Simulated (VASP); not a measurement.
Input of a VASP 6.6.1 run:

The input POSCAR:

```
PbO2
1.0
    0.0000000000      2.7019920000      2.7019920000
    2.7019920000      0.0000000000      2.7019920000
    2.7019920000      2.7019920000      0.0000000000
Pb O
1 2
Direct
    0.0000000000      0.0000000000      0.0000000000
    0.7500000000      0.7500000000      0.7500000000
    0.2500000000      0.2500000000      0.2500000000
```

Contents of INCAR.step1:

```
PREC = Accurate ; ENCUT = 520
EDIFF = 1E-5 ; ISMEAR = -1
SIGMA = 0.05 ; LREAL = False
LASPH = True ; NELM = 60
ALGO = Normal ; ISIF = 2
LWAVE = True ; GGA = PE
NBANDS = 20
```

Contents of INCAR.step2:

```
PREC = Accurate ; ENCUT = 520
EDIFF = 1E-7 ; ISMEAR = -1
SIGMA = 0.05 ; LREAL = False
LASPH = True ; NELM = 60
ALGO = Normal ; ISIF = 2
LWAVE = False ; LCHARG = True
METAGGA = R2SCAN ; LHFCALC = True
AEXX = 0.5 ; LMIXTAU = True
PRECFOCK = Normal ; LELF = True
LVHAR = True ; ISTART = 1
NBANDS = 20
```

KPOINTS

```
regular mesh
0
Gamma
  5 5 5
```

Potentials or basis: VASP PAW PBE potentials, release 64 (Pb_d, O).

Launch:

```console
$ cat potpaw_PBE.64/Pb_d/POTCAR potpaw_PBE.64/O/POTCAR > POTCAR
$ cp INCAR.step1 INCAR
$ mpirun -np 1 vasp_std > vasp.out
$ cp INCAR.step2 INCAR
$ mpirun -np 1 vasp_std > vasp.out
```

Question: What does it give for the band gap on the k mesh?

Answer: Zero (band 13 reaches 2.58 eV, above the bottom of band 14 at 2.35 eV).

Question: Estimate the pressure.

Answer: -22.8 GPa.

Caveat: the k points lie up to 0.40 Å⁻¹ apart; the PAW data sets were made with another functional, which shifts forces and pressure a little; spin-orbit coupling is left out, which moves the levels of the heavy elements.
